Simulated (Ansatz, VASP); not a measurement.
Given: the input of a run of Ansatz 0.2.0 on B.

Contents of input.yaml:

```yaml
crystal:
  lattice:
    - [1.62456, 0.0, 0.0]
    - [0.0, 2.86615, 0.0]
    - [0.0, 0.0, 3.9144]
  atoms:
    - { symbol: B, position: [0.0, 0.5, 0.60926] }
    - { symbol: B, position: [0.5, 0.0, 0.39074] }
kpoints:
  mp_grid: { grid: [16, 9, 7] }
scf:
  occupations: { method: fermi_dirac, width: 0.05 }
hamiltonian:
  xc: pbe
  pseudopotentials: { kind: all_electron, datasets: crystal }
output:
  forces: true
  stress: true
  eigenvalues: true
  efg: {}
```

Potentials or basis: all-electron PAW datasets made for the crystal.

Launch:

```sh
$ ansatz run input.yaml --threads 1 --pin off --max-ram 3072MiB --backend cpu --events-out ev --progress --plain --runs-dir out
```

Question: Translate it to VASP 6.6.1. Potentials there: VASP PAW PBE potentials, release 64 (B).

Answer: As run (the cutoff follows the program's own potentials):

Contents of INCAR:

```
  PREC = Accurate
  ENCUT = 520
  EDIFF = 1E-8
  ISMEAR = -1
  SIGMA = 0.05
  LREAL = False
  LASPH = True
  NELM = 100
  ALGO = Normal
  ISIF = 2
  LWAVE = False
  LCHARG = False
  GGA = PE
  LEFG = True
  NBANDS = 10
```

Contents of KPOINTS:

```
Automatic mesh
0
Gamma
  16 9 7
```

POSCAR

```
B
1.0
    1.6245600000      0.0000000000      0.0000000000
    0.0000000000      2.8661500000      0.0000000000
    0.0000000000      0.0000000000      3.9144000000
B
2
Direct
    0.0000000000      0.5000000000      0.6092600000
    0.5000000000      0.0000000000      0.3907400000
```

Potentials or basis: VASP PAW PBE potentials, release 64 (B).

Run with:

```console
$ cat potpaw_PBE.64/B/POTCAR > POTCAR
$ mpirun -np 1 vasp_std > vasp.out
```

Both were run:

|  | VASP | Ansatz | Ansatz less VASP |
| --- | --- | --- | --- |
| gap on the k mesh at the Fermi level (eV) | none | none | - |
| pressure (GPa) | 0.1 | 0.1 | -0.04 |
| traceless stress, the component that is largest in VASP (GPa) | 1.58 | 1.60 | +0.021 |
| rms of the force components (eV/Å) | 0.003 | 0.002 | -0.0009 |
| size of Vzz on the site where it differs most (V/Å²) | 17.6 | 13.6 | -4.01 |

Atom by atom the forces differ by 0.001 eV/Å (rms over components). A gap of «none» marks a metal or a gap that the smearing closes. Ansatz ran all-electron here, and VASP with PAW potentials.
